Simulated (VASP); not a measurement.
Write the native input for VASP 6.6.1 that does the following.

| Quantity | Value |
| --- | --- |
| Task | single point |
| Functional | r2SCAN |
| Potentials or basis | VASP PAW PBE potentials, release 64 (Al, P) |
| Cutoff | 550 eV |
| k mesh | 6 × 6 × 6 |
| Occupations | gaussian, width 0.01 eV |
| Spin | no spin polarisation |
| Dipole correction | no |
| Further INCAR settings | ALGO = Normal; EDIFF = 1e-06; NBANDS = 11 |

Crystal: AlP.

```
Al P
1.0
     0.00000    2.72550    2.72550
     2.72550    0.00000    2.72550
     2.72550    2.72550    0.00000
Al P
1 1
Direct
  0.00000 0.00000 0.00000
  0.75000 0.75000 0.75000
```

The input as run:

POSCAR

```
AlP
1.0
    0.0000000000      2.7255000000      2.7255000000
    2.7255000000      0.0000000000      2.7255000000
    2.7255000000      2.7255000000      0.0000000000
Al P
1 1
Direct
    0.0000000000      0.0000000000      0.0000000000
    0.7500000000      0.7500000000      0.7500000000
```

INCAR.step1

```
SYSTEM = AlP
ALGO     = Normal         ! electronic algorithm
EDIFF    = 1E-5           ! SCF threshold, eV
ENCUT    = 550            ! plane-wave cutoff, eV
GGA      = PE             ! functional
GGA_COMPAT= .False.      
ISMEAR   = 0              ! smearing method
LASPH    = .True.         ! aspherical terms in the spheres
LCHARG   = .False.        ! write CHGCAR
LREAL    = .False.        ! projectors in reciprocal space
LWAVE    = .True.         ! write WAVECAR
NBANDS   = 11             ! bands
NELM     = 120            ! most SCF steps
PREC     = Accurate       ! precision mode
SIGMA    = 0.01           ! smearing width, eV
```

INCAR.step2

```
SYSTEM = AlP
ALGO     = Normal         ! electronic algorithm
EDIFF    = 1E-6           ! SCF threshold, eV
ENCUT    = 550            ! plane-wave cutoff, eV
GGA_COMPAT= .False.      
ISIF     = 2              ! what is computed and relaxed
ISMEAR   = 0              ! smearing method
ISTART   = 1            
LASPH    = .True.         ! aspherical terms in the spheres
LCHARG   = .True.         ! write CHGCAR
LELF     = .True.         ! ELF
LMIXTAU  = .True.       
LREAL    = .False.        ! projectors in reciprocal space
LVHAR    = .True.       
LWAVE    = .False.        ! write WAVECAR
METAGGA  = R2SCAN         ! meta-GGA
NBANDS   = 11             ! bands
NELM     = 120            ! most SCF steps
PREC     = Accurate       ! precision mode
SIGMA    = 0.01           ! smearing width, eV
```

KPOINTS

```
k-points
0
Gamma
  6 6 6
  0 0 0
```

Potentials or basis: VASP PAW PBE potentials, release 64 (Al, P).

Run with:

```bash
$ cat potpaw_PBE.64/Al/POTCAR potpaw_PBE.64/P/POTCAR > POTCAR
$ cp INCAR.step1 INCAR
$ mpirun -np 1 vasp_std > vasp.out
$ cp INCAR.step2 INCAR
$ mpirun -np 1 vasp_std > vasp.out
```

It gave:

```
Pressure               : 1.1 GPa
Band gap on the k mesh : 1.90 eV (least direct gap 4.05 eV)
```

Caveat: the PAW data sets were made with another functional, which shifts forces and pressure a little.

It took 44 s on 1 thread of Intel(R) Xeon(R) Platinum 8259CL CPU @ 2.50GHz (Skylake/Cascade Lake), on a shared host, peak memory 0.16 GiB.
